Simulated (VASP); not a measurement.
# InSe (R3m) in VASP: a series of runs

The runs below take InSe through single point, with PBEsol.

The COD entry that gives the cell may itself be a prediction, so a difference from it is no test against experiment.

All numbers are computed with VASP 6.6.1; they aren't measurements. Logs are shortened: lines on timing, memory, paths and dates and some standing lists are left out, and cuts for length are marked.

**What was measured.**

From “The Interaction of Hydrogen with the van der Waals Crystal γ-InSe”, 2020, pmc:7321205, for a bulk crystal of InSe at 300 K: band gap 1.25 eV.

The runs below are set against these values where they give the same quantity.

### Step 1. The cell of the first run

It takes space group R3m (No. 160, trigonal). The conventional cell has a = 4.000 Å, b = 4.000 Å, c = 24.952 Å, α = 90.00°, β = 90.00°, γ = 120.00°. Within 3.5 Å of In (site symmetry 3m) lie 3 Se at 2.64 Å and 1 In at 2.77 Å. Within 3.5 Å of In (site symmetry 3m) lie 3 Se at 2.64 Å and 1 In at 2.77 Å. Within 3.5 Å of Se (site symmetry 3m) lie 3 In at 2.64 Å. Within 3.5 Å of Se (site symmetry 3m) lie 3 In at 2.64 Å.

### Step 2. Single point, PBEsol

Contents of INCAR:

```
SYSTEM = InSe
PREC = Accurate
ENCUT = 520
EDIFF = 1E-6
ISMEAR = 0
SIGMA = 0.05
LREAL = .False.
LASPH = .True.
NELM = 80
ALGO = Normal
ISIF = 2
LWAVE = .False.
LCHARG = .False.
GGA = PS
NBANDS = 27
```

Contents of KPOINTS:

```
regular mesh
0
Gamma
  10 10 10
  0 0 0
```

Contents of POSCAR:

```
InSe
1.0
    1.9999260227      1.1546578276      8.3172809549
   -1.9999260227      1.1546578276      8.3172809549
    0.0000000000     -2.3093156551      8.3172809549
In Se
2 2
Direct
    0.0005034643      0.0005034643      0.0005034643
    0.1116949756      0.1116949756      0.1116949756
    0.6158086021      0.6158086021      0.6158086021
    0.8296929580      0.8296929580      0.8296929580
```

Potentials or basis: VASP PAW PBE potentials, release 64 (In_d, Se).

On the command line:

```bash
> cat potpaw_PBE.64/In_d/POTCAR potpaw_PBE.64/Se/POTCAR > POTCAR
> mpirun -np 1 vasp_std > vasp.out
```

OUTCAR:

```text
SYSTEM = InSe
   PREC = Accurate
   ENCUT = 520
   EDIFF = 1E-6
   ISMEAR = 0
   LREAL = .False.
   LASPH = .True.
   NELM = 80
   ISIF = 2
   GGA = PS

 ion  position               nearest neighbor table
   1  0.001  0.001  0.001-   3 2.64   3 2.64   3 2.64   2 2.77
   2  0.112  0.112  0.112-   4 2.64   4 2.64   4 2.64   1 2.77
   3  0.616  0.616  0.616-   1 2.64   1 2.64   1 2.64
   4  0.830  0.830  0.830-   2 2.64   2 2.64   2 2.64

  LATTYP: Found a trigonal (rhomboedric) cell.
 ALAT       =     8.6319233823
 COS(alpha) =     0.8926399501

  Lattice vectors:

 A1 = (   1.9999260227,   1.1546578276,   8.3172809549)
 A2 = (  -1.9999260227,   1.1546578276,   8.3172809549)
 A3 = (   0.0000000000,  -2.3093156551,   8.3172809549)

Analysis of symmetry for initial positions (statically):
=====================================================================
 Subroutine PRICEL returns:
 Original cell was already a primitive cell.

 Routine SETGRP: Setting up the symmetry group for a
 trigonal (rhombohedral) supercell.

 Subroutine GETGRP returns: Found  6 space group operations
 (whereof  6 operations were pure point group operations)
 out of a pool of 12 trial point group operations.

The static configuration has the point symmetry C_3v.

Analysis of symmetry for dynamics (positions and initial velocities):
=====================================================================
 Subroutine PRICEL returns:
 Original cell was already a primitive cell.

 Routine SETGRP: Setting up the symmetry group for a
 trigonal (rhombohedral) supercell.

 Subroutine GETGRP returns: Found  6 space group operations
 (whereof  6 operations were pure point group operations)
 out of a pool of 12 trial point group operations.

The dynamic configuration has the point symmetry C_3v.

 Subroutine INISYM returns: Found  6 space group operations
 (whereof  6 operations are pure point group operations),
 and found     1 'primitive' translations

----------------------------------------------------------------------------------------

                                     Primitive cell

  volume of cell :     115.2391

  direct lattice vectors                    reciprocal lattice vectors
     1.999926023  1.154657828  8.317280955     0.250009248  0.144342906  0.040077200
    -1.999926023  1.154657828  8.317280955    -0.250009248  0.144342906  0.040077200
     0.000000000 -2.309315655  8.317280955     0.000000000 -0.288685813  0.040077200

  length of vectors
[... 86 lines left out ...]
   EDIFF  = 0.1E-05   stopping-criterion for ELM
   LREAL  =      F    real-space projection
   EDIFFG = 0.1E-04   stopping-criterion for IOM
   NSW    =      0    number of steps for IOM
   IBRION =     -1    ionic relax: 0-MD 1-quasi-New 2-CG
   NFREE  =      0    steps in history (QN), initial steepest desc. (CG)
   ISIF   =      2    stress and relaxation
   ISYM   =      2    0-nonsym 1-usesym 2-fastsym
   POTIM  = 0.5000    time-step for ionic-motion
   TEBEG  =    0.0;   TEEND  =   0.0 temperature during run
   PSTRESS=    0.0 pullay stress
   NELECT =      38.0000    total number of electrons
   NUPDOWN=      -1.0000    fix difference up-down
   EMIN   =  10.00;   EMAX   =-10.00  energy-range for DOS
   EFERMI =   0.00;   METHOD = LEGACY
   ISMEAR =     0;   SIGMA  =   0.05  broadening in eV -4-tet -1-fermi 0-gaus
   EFERMI_NEDOS =   21; number of points for ismear=-14 and -15
   IALGO  =     38    algorithm
   IMIX   =      4    mixing-type and parameters
     AMIX     =   0.40;   BMIX     =  1.00
     AMIX_MAG =   1.60;   BMIX_MAG =  1.00
  volume/ion in A,a.u.               =      28.81       194.42
  Fermi-wavevector in a.u.,A,eV,Ry     =   1.131018  2.137314 17.404587  1.279201
  Thomas-Fermi vector in A             =   2.267716
   LORBIT       =      0    0 simple, 1 ext, 2 COOP (PROOUT), +10 PAW based schemes
   GGA     = PS    functional components
   LHFCALC =     F    Hartree Fock is set to
   AEXX    =    0.0000 exact exchange contribution
   IVDW    =     0    specifies the selected vdW correction
   LEPSILON=     F    determine dielectric tensor
   LRPA    =     F    only Hartree local field effects (RPA)
 non-spin polarized calculation
 Gauss-broadening in eV      SIGMA  =   0.05
  energy-cutoff  :      520.00
  volume of cell :      115.24
 maximum number of plane-waves:      3145
   NGX = 33   NGY = 33   NGZ = 33

 number of electron      37.9999997 magnetization

 Free energy of the ion-electron system (eV)
  ---------------------------------------------------
  ext. energy  EPLUGINS =         0.00000000
  ---------------------------------------------------
  free energy    TOTEN  =       -15.59630177 eV

  energy without entropy =      -15.59630177  energy(sigma->0) =      -15.59630177

 E-fermi :   4.2948     XC(G=0):  -9.1793

 val. band max:        4.1367106650   @ k =   0.5000   0.5000   0.5000
 cond. band min:       4.4530581597   @ k =   0.5000   0.5000   0.5000
 fundamental gap:      0.3163474947
 Fermi energy:         4.2948464083

 k-point     1 :       0.0000    0.0000    0.0000
  band No.  band energies     occupation
      1     -10.6558      2.00000
      2     -10.4561      2.00000
      3     -10.4561      2.00000
      4     -10.3665      2.00000
      5     -10.3665      2.00000
      6     -10.3568      2.00000
[... 709 lines left out ...]
     26      10.9912      0.00000
     27      11.4610      0.00000

 [... further k-points ...]

------------------------ aborting loop because EDIFF is reached ----------------------------------------

  FORCE on cell =-STRESS in cart. coord.  units (eV):
  Direction    XX          YY          ZZ          XY          YZ          ZX
  --------------------------------------------------------------------------------------
  -------------------------------------------------------------------------------------
  Total        0.2586257      0.2586257      0.1969915      0.0000000      0.0000000      0.0000000
  in kB        3.5956919      3.5956919      2.7387861      0.0000000      0.0000000      0.0000000
  external PRESSURE =       3.3100566 kB  Pullay stress =       0.0000000 kB

 VOLUME and BASIS-vectors are now :
 -----------------------------------------------------------------------------
  energy-cutoff  :      520.00
  volume of cell :      115.24
      direct lattice vectors                 reciprocal lattice vectors
     1.999926023  1.154657828  8.317280955     0.250009248  0.144342906  0.040077200
    -1.999926023  1.154657828  8.317280955    -0.250009248  0.144342906  0.040077200
     0.000000000 -2.309315655  8.317280955     0.000000000 -0.288685813  0.040077200

 POSITION                                       TOTAL-FORCE (eV/Angst)
 -----------------------------------------------------------------------------------
      0.00000      0.00000      0.01256         0.000000      0.000000      0.024251
      0.00000      0.00000      2.78700         0.000000     -0.000000     -0.023195
      0.00000      0.00000     15.36556         0.000000     -0.000000     -0.004860
      0.00000      0.00000     20.70237         0.000000      0.000000      0.003804
 -----------------------------------------------------------------------------------
    total drift:                                0.000000     -0.000000     -0.000314

  FREE ENERGIE OF THE ION-ELECTRON SYSTEM (eV)
  ---------------------------------------------------
  free  energy   TOTEN  =       -15.5963017749 eV

  energy  without entropy=      -15.5963017723  energy(sigma->0) =      -15.59630177
```

OSZICAR:

```text
N       E                     dE             d eps       ncg     rms          rms(c)
DAV:   1     0.337903865185E+03    0.33790E+03   -0.17261E+04  6264   0.155E+03
DAV:   2     0.246751370511E+02   -0.31323E+03   -0.30370E+03  6299   0.386E+02
DAV:   3    -0.142359824642E+02   -0.38911E+02   -0.38119E+02  7910   0.145E+02
DAV:   4    -0.159865211366E+02   -0.17505E+01   -0.17454E+01  7450   0.315E+01
DAV:   5    -0.160587797551E+02   -0.72259E-01   -0.72246E-01  9683   0.628E+00    0.653E+00
DAV:   6    -0.156308468092E+02    0.42793E+00   -0.82230E-01  8827   0.156E+01    0.396E+00
DAV:   7    -0.155996592572E+02    0.31188E-01   -0.31818E-01  8826   0.428E+00    0.113E+00
DAV:   8    -0.155961831065E+02    0.34762E-02   -0.28184E-02  9483   0.183E+00    0.547E-01
DAV:   9    -0.155962308051E+02   -0.47699E-04   -0.47362E-03  7836   0.500E-01    0.141E-01
DAV:  10    -0.155962503880E+02   -0.19583E-04   -0.30464E-04  8568   0.130E-01    0.714E-02
DAV:  11    -0.155963034655E+02   -0.53077E-04   -0.10606E-04  7892   0.970E-02    0.199E-02
DAV:  12    -0.155962992559E+02    0.42095E-05   -0.15233E-05  9501   0.463E-02    0.136E-02
DAV:  13    -0.155963012623E+02   -0.20063E-05   -0.31732E-06  6001   0.103E-02    0.725E-03
DAV:  14    -0.155963017749E+02   -0.51262E-06   -0.15380E-06  5576   0.165E-02
   1 F= -.15596302E+02 E0= -.15596302E+02  d E =-.254215E-08
```

Run time: 16 min. Hardware: 1 thread of Intel Xeon Platinum 8488C (Sapphire Rapids), shared host; peak memory 0.73 GiB.

What came out:

| Item | Value |
| --- | --- |
| Free energy | -15.5963 eV |
| Pressure | 0.3 GPa |
| Largest force | 0.024 eV/Å |
| Band gap on the k mesh | 0.32 eV, direct |

Forces in eV/Å, atoms in the order of the input:
```
In   0.000  0.000  0.024
In   0.000  0.000 -0.023
Se   0.000  0.000 -0.005
Se   0.000  0.000  0.004
```

Stress tensor (GPa, compression positive):
```
0.36 0.00 0.00
0.00 0.36 0.00
0.00 0.00 0.27
```

Caveat: the PAW data sets were made with another functional, which shifts forces and pressure a little; spin-orbit coupling is left out, which moves the levels of the heavy elements.

### Step 3. Single point, PBEsol

Contents of INCAR:

```
PREC = Accurate
ENCUT = 520
EDIFF = 1E-6
ISMEAR = 0
SIGMA = 0.05
LREAL = False
LASPH = True
NELM = 100
ALGO = Normal
ISIF = 2
LWAVE = False
LCHARG = False
GGA = PS
NBANDS = 27
```

Contents of KPOINTS:

```
regular mesh
0
Gamma
  10 10 10
```

POSCAR is that of step 2.

Potentials or basis: VASP PAW PBE potentials, release 64 (In_d, Se).

On the command line:

```bash
> cat potpaw_PBE.64/In_d/POTCAR potpaw_PBE.64/Se/POTCAR > POTCAR
> mpirun -np 1 vasp_std > vasp.out
```

Wall time 16 min (1 thread of Intel Xeon Platinum 8488C (Sapphire Rapids), shared host); peak memory 0.73 GiB.

The run converged. Its results:

```
Free energy            : -15.5963 eV
Pressure               : 0.3 GPa
Largest force          : 0.024 eV/Å
Band gap on the k mesh : 0.32 eV, direct
```

Forces on the atoms (eV/Å):
```
In   0.000  0.000  0.024
In   0.000  0.000 -0.023
Se   0.000  0.000 -0.005
Se   0.000  0.000  0.004
```

Stress tensor (GPa, compression positive):
```
0.36 0.00 0.00
0.00 0.36 0.00
0.00 0.00 0.27
```

Levels at points of the mesh, in eV from the valence-band top:
| k point | band 17 | band 18 | band 19 | band 20 | band 21 | band 22 |
| --- | --- | --- | --- | --- | --- | --- |
| (0.00, 0.00, 0.00) | -1.34 | -1.22 | -1.22 | 1.70 | 1.99 | 4.29 |
| (0.50, 0.00, 0.00) | -2.39 | -2.25 | -1.73 | 1.05 | 1.93 | 3.59 |
| (0.50, 0.50, 0.00) | -2.56 | -2.04 | -1.57 | 1.05 | 1.91 | 3.21 |
| (0.50, 0.50, 0.50) | -1.14 | -1.14 | 0.00 | 0.32 | 2.07 | 4.19 |

Caveat: the PAW data sets were made with another functional, which shifts forces and pressure a little; spin-orbit coupling is left out, which moves the levels of the heavy elements.

### Step 4. How close it comes

Step 2. Measured gap of InSe: 1.25 eV (300 K; “The Interaction of Hydrogen with the van der Waals Crystal γ-InSe”, 2020, pmc:7321205). This calculation gives 0.32 eV (-0.93 eV). Spin-orbit coupling on In, Se is left out. The value is that of PBEsol on a finite k mesh, which can miss the band edges, without temperature or zero-point motion. Semilocal functionals fall short of measured gaps as a rule.

Step 3. Measured gap of InSe: 1.25 eV (300 K; “The Interaction of Hydrogen with the van der Waals Crystal γ-InSe”, 2020, pmc:7321205). This calculation gives 0.32 eV (-0.93 eV). Spin-orbit coupling on In, Se is left out. The value is that of PBEsol on a finite k mesh, which can miss the band edges, without temperature or zero-point motion. Semilocal functionals fall short of measured gaps as a rule.
